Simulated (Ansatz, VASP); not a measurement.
## BP in VASP and in Ansatz

```
B P
1.0
     0.00000    2.25116    2.25116
     2.25116    0.00000    2.25116
     2.25116    2.25116    0.00000
B P
1 1
Direct
  0.00000 0.00000 0.00000
  0.25000 0.25000 0.25000
```

Alike in both runs: task single point; functional PBE; k mesh 10 × 10 × 10; occupations gaussian, width 0.02 eV; no spin polarisation.

```csv
,VASP,Ansatz
version,VASP 6.6.1,Ansatz 0.2.0
potentials or method,"VASP PAW PBE potentials, release 64 (B, P), cutoff 500 eV","scalar-relativistic, plane waves, PAW"
valence electrons in the cell,8,8
```

|  | VASP | Ansatz | Ansatz less VASP |
| --- | --- | --- | --- |
| gap on the k mesh at the Fermi level (eV) | 1.21 | 1.21 | +0.005 |
| least direct gap on the mesh (eV) | 3.44 | 3.44 | +0.004 |
| pressure (GPa) | 5.0 | 5.2 | +0.25 |

The functional is the same, so the differences come from potentials, cutoffs and numerics.
